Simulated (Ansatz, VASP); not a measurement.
**Ti: VASP beside Ansatz**

```
CELL_PARAMETERS angstrom
0.00000 2.14057 2.00053
1.96552 0.00000 2.00053
1.96552 2.14057 0.00000
ATOMIC_POSITIONS crystal
Ti 0.00000 0.00000 0.00000
```

Change from the starting cell: normal strain along x -0.0175, normal strain along y +0.0700.

Alike in both runs: task single point; functional LDA; k mesh 20 × 20 × 20; occupations gaussian, width 0.15 eV; no spin polarisation.

|  | VASP | Ansatz |
| --- | --- | --- |
| version | VASP 6.6.1 | Ansatz 0.2.0 |
| potentials or method | VASP PAW LDA potentials, release 64 (Ti_sv), cutoff 520 eV | scalar-relativistic, plane waves, PAW |
| valence electrons in the cell | 12 | 12 |

Ansatz gave:

| Item | Value |
| --- | --- |
| gap on the k mesh at the Fermi level (eV) | none |
| pressure (GPa) | -5.6 |
| traceless stress, the component that is largest in VASP (GPa) | -1.40 |

Task: What did VASP give for the same quantities?

Result: gap on the k mesh at the Fermi level (eV): none; pressure (GPa): -5.7; traceless stress, the component that is largest in VASP (GPa): -1.41.

Ansatz warns that its potentials were made for another functional, while VASP's fit it. LDA's correlation is that of Perdew and Zunger in VASP and of Perdew and Wang (1992) in Ansatz. A gap of «none» marks a metal or a gap that the smearing closes.
